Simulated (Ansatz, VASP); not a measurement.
**ZnO in VASP and in Ansatz**

INCAR

```
PREC     = Accurate       # precision mode
ENCUT    = 520            # plane-wave cutoff, eV
EDIFF    = 1E-7           # SCF threshold, eV
ISMEAR   = 0              # smearing method
SIGMA    = 0.05           # smearing width, eV
LREAL    = False          # projectors in reciprocal space
LASPH    = True           # aspherical terms in the spheres
NELM     = 80             # most SCF steps
ALGO     = Normal         # electronic algorithm
ISIF     = 2              # what is computed and relaxed
LWAVE    = False          # write WAVECAR
LCHARG   = False          # write CHGCAR
GGA      = PS             # functional
NBANDS   = 26             # bands
```

The input KPOINTS:

```
Automatic mesh
0
Gamma
  12 12 4
```

The input POSCAR:

```
ZnO
1.0
    3.0940955581      0.0000000000      0.0000000000
   -1.5470477790      2.6795653551      0.0000000000
    0.0000000000      0.0000000000      8.0520026546
Zn O
2 2
Direct
    0.0000000000      0.0000000000      0.7500000000
    0.0000000000      0.0000000000      0.2500000000
    0.3333333333      0.6666666667      0.2500000000
    0.6666666667      0.3333333333      0.7500000000
```

Input for Ansatz:

```yaml
crystal:
  lattice:
    - [3.0940955581, 0.0, 0.0]
    - [-1.547047779, 2.6795653551, 0.0]
    - [0.0, 0.0, 8.0520026546]
  atoms:
    - { symbol: Zn, position: [0.0, 0.0, 0.75] }
    - { symbol: Zn, position: [0.0, 0.0, 0.25] }
    - { symbol: O, position: [0.3333333333, 0.6666666667, 0.25] }
    - { symbol: O, position: [0.6666666667, 0.3333333333, 0.75] }
basis:
  ecutwfc: 420
kpoints:
  mp_grid: { grid: [12, 12, 4] }
hamiltonian:
  xc: pbesol
scf:
  occupations: { method: gaussian, width: 0.05 }
output:
  forces: true
  stress: true
  eigenvalues: true
```

Alike in both runs: task single point; functional PBEsol; k mesh 12 × 12 × 4; occupations gaussian, width 0.05 eV; no spin polarisation.

|  | VASP | Ansatz |
| --- | --- | --- |
| version | VASP 6.6.1 | Ansatz 0.2.0 |
| potentials or method | VASP PAW PBE potentials, release 64 (Zn, O), cutoff 520 eV | scalar-relativistic, plane waves, PAW |
| valence electrons in the cell | 36 | 36 |

```csv
,VASP,Ansatz,Ansatz less VASP
gap on the k mesh at the Fermi level (eV),0.86,0.84,-0.013
least direct gap on the mesh (eV),0.86,0.84,-0.013
pressure (GPa),15.9,14.9,-1.02
"traceless stress, the component that is largest in VASP (GPa)",-16.50,-15.37,+1.134
```

VASP's potentials were made for PBE, not for PBEsol.
